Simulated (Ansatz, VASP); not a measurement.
# ZnSe: VASP beside Ansatz

```xyz
2
Lattice="0.0000 2.7841 2.7841 2.7841 0.0000 2.7841 2.7841 2.7841 0.0000" Properties=species:S:1:pos:R:3 pbc="T T T"
Zn    0.0000    0.0000    0.0000
Se    1.3921    1.3921    1.3921
```

Alike in both runs: functional LDA; k mesh 6 × 6 × 6; no spin polarisation.

Ansatz relaxed the structure, and its values are those at the end. VASP's run is a single point on that final structure, the one shown.

|  | VASP | Ansatz |
| --- | --- | --- |
| version | VASP 6.6.1 | Ansatz 0.2.0 |
| potentials or method | VASP PAW LDA potentials, release 64 (Zn, Se), cutoff 520 eV | plane waves, PAW |
| occupations | gaussian, width 0.01 eV | fixed |
| valence electrons in the cell | 18 | 28 |

```csv
,VASP,Ansatz,Ansatz less VASP
pressure (GPa),0.4,0.0,-0.38
```

LDA's correlation is that of Perdew and Zunger in VASP and of Perdew and Wang (1992) in Ansatz. VASP's potentials hold 18 valence electrons a cell and Ansatz's 28, so a difference there can come from the potentials and not from the codes.
